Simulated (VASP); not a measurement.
Input of a VASP 6.6.1 run:

Contents of INCAR:

```
ALGO = Normal
EDIFF = 1E-6
ENCUT = 600
GGA = RP
GGA_COMPAT = False
ISIF = 2
ISMEAR = -1
LASPH = True
LCHARG = True
LELF = True
LREAL = False
LVHAR = True
LWAVE = False
NBANDS = 28
NELM = 120
PREC = Accurate
SIGMA = 0.05
```

File KPOINTS:

```
k-points
0
Gamma
  7 6 7
```

The input POSCAR:

```
BaTiO3
1.0
    3.7288979900     -0.4219254500      0.0223674800
   -0.2844733300      3.2754742700      3.1100811900
    0.3164270400     -2.7537071700      2.5899183700
Ba Ti O
1 1 3
Direct
    0.0036372600      0.9972694200      0.9985015400
    0.5002452300      0.5116078500      0.5101821300
    0.9983542100      0.4928168200      0.4950359800
    0.4999067000      0.5015397800      0.9945381500
    0.4978566000      0.9929861300      0.4979621900
```

Potentials or basis: VASP PAW PBE potentials, release 64 (Ba_sv, Ti_sv, O).

Run with:

```bash
$ cat potpaw_PBE.64/Ba_sv/POTCAR potpaw_PBE.64/Ti_sv/POTCAR potpaw_PBE.64/O/POTCAR > POTCAR
$ mpirun -np 1 vasp_std > vasp.out
```

Problem. Estimate the pressure.

Solution. 24.1 GPa.

Problem. What does it give for the largest force?

Solution. 0.732 eV/Å.

Problem. Predict the band gap on the k mesh.

Solution. 0.57 eV (least direct gap 0.68 eV).

Stress tensor (GPa, compression positive):
```
 37.29  27.55  -8.10
 27.55  12.16 -17.41
 -8.10 -17.41  22.83
```

Caveat: the stress differs along the axes, from 12 to 37 GPa; semilocal functionals underestimate gaps, and a narrow one can read as zero; the PAW data sets were made with another functional, which shifts forces and pressure a little; spin-orbit coupling is left out, which moves the levels of the heavy elements. A k mesh can miss the band edges.
